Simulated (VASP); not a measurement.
Here is a VASP 6.6.1 calculation.

Contents of INCAR:

```
PREC = Accurate ; ENCUT = 520
EDIFF = 1E-7 ; ISMEAR = 0
SIGMA = 0.05 ; LREAL = F
LASPH = T ; NELM = 100
ALGO = Normal ; ISIF = 2
LWAVE = F ; LCHARG = F
GGA = PE ; NBANDS = 16
```

KPOINTS

```
Automatic mesh
0
Gamma
  7 7 7
```

File POSCAR:

```
HgTe
1.0
    4.5459895000      0.0000000000      0.0000000000
    2.2729947500      3.9369423923      0.0000000000
    2.2729947500      1.3123141308      3.7117848837
Hg Te
1 1
Direct
    0.0000000000      0.0000000000      0.0000000000
    0.7500000000      0.7500000000      0.7500000000
```

Potentials or basis: VASP PAW PBE potentials, release 64 (Hg, Te).

Run with:

```sh
$ cat potpaw_PBE.64/Hg/POTCAR potpaw_PBE.64/Te/POTCAR > POTCAR
$ mpirun -np 1 vasp_std > vasp.out
```

**Question.** What does it give for the band gap on the k mesh?

**Answer.** Zero (filled and empty bands touch).

**Question.** What does it give for the pressure?

**Answer.** 4.6 GPa.

Caveat: spin-orbit coupling is left out, which moves the levels of the heavy elements.
